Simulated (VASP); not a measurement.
Wanted: the native input for a VASP 6.6.1 run.

```
Task                   : single point
Functional             : PBE
Potentials or basis    : VASP PAW PBE potentials, release 64 (Be)
Cutoff                 : 520 eV
k mesh                 : 19 × 19 × 11
Occupations            : fermi-dirac, width 0.08 eV
Spin                   : no spin polarisation
Dipole correction      : no
Further INCAR settings : ALGO = Normal; EDIFF = 1e-06; NBANDS = 9
```

The structure of Be lies in POSCAR:

```
Be
1.0
    2.1812774852      0.0000000000      0.0000000000
   -1.0906387426      1.8890417149      0.0000000000
    0.0000000000      0.0000000000      3.4526003394
Be
2
Direct
    0.3333333333      0.6666666667      0.2500000000
    0.6666666667      0.3333333333      0.7500000000
```

This cell differs from its parent crystal: volume scaled by 0.9.

These files were run (other wordings do the same):

INCAR

```
PREC     = Accurate       # precision mode
ENCUT    = 520            # plane-wave cutoff, eV
EDIFF    = 1E-6           # SCF threshold, eV
ISMEAR   = -1             # smearing method
SIGMA    = 0.08           # smearing width, eV
LREAL    = F              # projectors in reciprocal space
LASPH    = T              # aspherical terms in the spheres
NELM     = 100            # most SCF steps
ALGO     = Normal         # electronic algorithm
ISIF     = 2              # what is computed and relaxed
LWAVE    = F              # write WAVECAR
LCHARG   = T              # write CHGCAR
GGA      = PE             # functional
LELF     = T              # ELF
LVHAR    = T            
NBANDS   = 9              # bands
```

KPOINTS

```
Automatic mesh
0
Gamma
  19 19 11
```

Potentials or basis: VASP PAW PBE potentials, release 64 (Be).

Launch:

```console
$ cat potpaw_PBE.64/Be/POTCAR > POTCAR
$ mpirun -np 1 vasp_std > vasp.out
```

Results of the run:

The pressure is 15.7 GPa. The band gap on the k mesh is zero (band 2 reaches 8.72 eV, above the bottom of band 3 at 7.18 eV).

Wall time 6.4 s on 1 thread of Intel(R) Xeon(R) 6975P-C (Granite Rapids), on a shared host, peak memory 0.13 GiB.
